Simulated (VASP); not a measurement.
The system is CoSn.

```
Sn Co
1.0
     5.24604    0.00000    0.00000
    -2.62302    4.54320    0.00000
     0.00000    0.00000    4.18759
Sn Co
3 3
Direct
  0.00000 0.00000 0.00000
  0.33333 0.66667 0.50000
  0.66667 0.33333 0.50000
  0.50000 0.00000 0.00000
  0.50000 0.50000 0.00000
  0.00000 0.50000 0.00000
```

Base run:

- Program: VASP 6.6.1
- Functional: PBEsol
- Potentials or basis: VASP PAW PBE potentials, release 64 (Sn_d, Co)
- Cutoff: 520 eV
- k mesh: 5 × 5 × 6
- Occupations: fermi-dirac, width 0.05 eV
- Spin: collinear spin, ferromagnetic start
- Starting moments: [0.0, 0.0, 0.0, 3.0, 3.0, 3.0] μB
- Fixed moment: 9 μB

Its results: pressure 18.3 GPa; site moments Sn +0.48, +0.39 (each value once); Co +2.26 μB.

Question: The run is repeated on the same cell with these changes: fixed moment from 9 μB to 12 μB; moments at the start from [0.0, 0.0, 0.0, 3.0, 3.0, 3.0] to [0.0, 0.0, 0.0, 4.0, 4.0, 4.0]. What comes out?

Answer: Pressure 31.8 GPa; site moments Sn +0.75, +0.69 (each value once); Co +2.73 μB.

Caveats: the PAW data sets were made with another functional, which shifts forces and pressure a little; the total moment is fixed, so each spin has its own Fermi level and the state may be an excited one; the stress differs along the axes, from 15 to 26 GPa (at least some runs); the stress differs along the axes, from 27 to 41 GPa (at least some runs).
